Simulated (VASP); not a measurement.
Write the native input for VASP 6.6.1 that does the following.

| Property | Result |
| --- | --- |
| Task | single point |
| Functional | PBE |
| Potentials or basis | VASP PAW PBE potentials, release 64 (Sn_d, O) |
| Cutoff | 600 eV |
| k mesh | 4 × 4 × 4 |
| Occupations | gaussian, width 0.15 eV |
| Spin | no spin polarisation |
| Dipole correction | no |
| Further INCAR settings | ALGO = Normal; EDIFF = 1e-06; NBANDS = 20 |

The structure of SnO2 lies in POSCAR:

```
SnO2
1.0
    1.7536799854     -4.2435333962      0.0000000000
    1.7536799854      4.2435333962      0.0000000000
    0.0000000000      0.0000000000      3.4548799521
Sn O
1 2
Direct
    0.5000000000      0.5000000000      0.0000000000
    0.0895349515      0.9104650485      0.5000000000
    0.9104650485      0.0895349515      0.5000000000
```

The cell was built from a structure type or drawn by symmetry, and may not be a known phase.

One way to write it, as run:

INCAR

```
SYSTEM = SnO2
PREC     = Accurate       ! precision mode
ENCUT    = 600            ! plane-wave cutoff, eV
EDIFF    = 1E-6           ! SCF threshold, eV
ISMEAR   = 0              ! smearing method
SIGMA    = 0.15           ! smearing width, eV
LREAL    = .False.        ! projectors in reciprocal space
LASPH    = .True.         ! aspherical terms in the spheres
NELM     = 120            ! most SCF steps
ALGO     = Normal         ! electronic algorithm
ISIF     = 2              ! what is computed and relaxed
LWAVE    = .False.        ! write WAVECAR
LCHARG   = .False.        ! write CHGCAR
GGA      = PE             ! functional
NBANDS   = 20             ! bands
GGA_COMPAT= .False.
```

KPOINTS

```
Automatic mesh
0
Gamma
  4 4 4
  0 0 0
```

Potentials or basis: VASP PAW PBE potentials, release 64 (Sn_d, O).

Run with:

```sh
$ cat potpaw_PBE.64/Sn_d/POTCAR potpaw_PBE.64/O/POTCAR > POTCAR
$ mpirun -np 1 vasp_std > vasp.out
```

Results of the run:

```
Pressure               : 0.3 GPa
Largest force          : 0.177 eV/Å
Band gap on the k mesh : 0.35 eV (least direct gap 0.81 eV)
```

Caveat: the k points lie up to 0.48 Å⁻¹ apart; spin-orbit coupling is left out, which moves the levels of the heavy elements.

Run time: 17 s on 1 thread of AMD EPYC 9R45 96-Core Processor (Zen 5), with other jobs on the host, peak memory 0.18 GiB.
